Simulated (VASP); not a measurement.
Here is a VASP 6.6.1 calculation.

Contents of POSCAR:

```
Sb
1.0
    3.0953071274      0.0000000000      0.0000000000
    0.0000000000      3.0953071274      0.0000000000
    0.0000000000      0.0000000000      3.0953071274
Sb
1
Direct
    0.0000000000      0.0000000000      0.0000000000
```

INCAR.step1

```
PREC = Accurate
ENCUT = 600
ISMEAR = 0
SIGMA = 0.1
LREAL = False
LASPH = True
NELM = 60
GGA = PE
ALGO = Normal
EDIFF = 1E-4
LWAVE = True
LCHARG = False
```

File INCAR.step2:

```
PREC = Accurate
ENCUT = 600
EDIFF = 1E-6
ISMEAR = 0
SIGMA = 0.1
LREAL = False
LASPH = True
NELM = 60
ALGO = Normal
ISIF = 3
LWAVE = False
LCHARG = False
METAGGA = R2SCAN
LMIXTAU = True
IBRION = 2
NSW = 80
EDIFFG = -0.01
ISTART = 1
```

KPOINTS

```
Automatic mesh
0
Gamma
  14 14 14
```

Potentials or basis: VASP PAW PBE potentials, release 64 (Sb).

The run is started by

```bash
$ cat potpaw_PBE.64/Sb/POTCAR > POTCAR
$ cp INCAR.step1 INCAR
$ mpirun -np 1 vasp_std > vasp.out
$ cp INCAR.step2 INCAR
$ mpirun -np 1 vasp_std > vasp.out
```

Task: What does it give for the relaxed cell?

Result: a = 3.088 Å, b = 3.088 Å, c = 3.088 Å, α = 90.00°, β = 90.00°, γ = 90.00°.

Task: Estimate the space group after relaxing (to 0.1 Å).

Result: Pm-3m (No. 221).

Task: Predict the relaxed volume.

Result: 29.44 Å³/atom.

Final structure:
```
Sb
1.0
     3.08781    0.00000    0.00000
     0.00000    3.08781    0.00000
     0.00000    0.00000    3.08781
Sb
1
Direct
  0.00000 0.00000 0.00000
```

Caveat: the PAW data sets were made with another functional, which shifts forces and pressure a little.
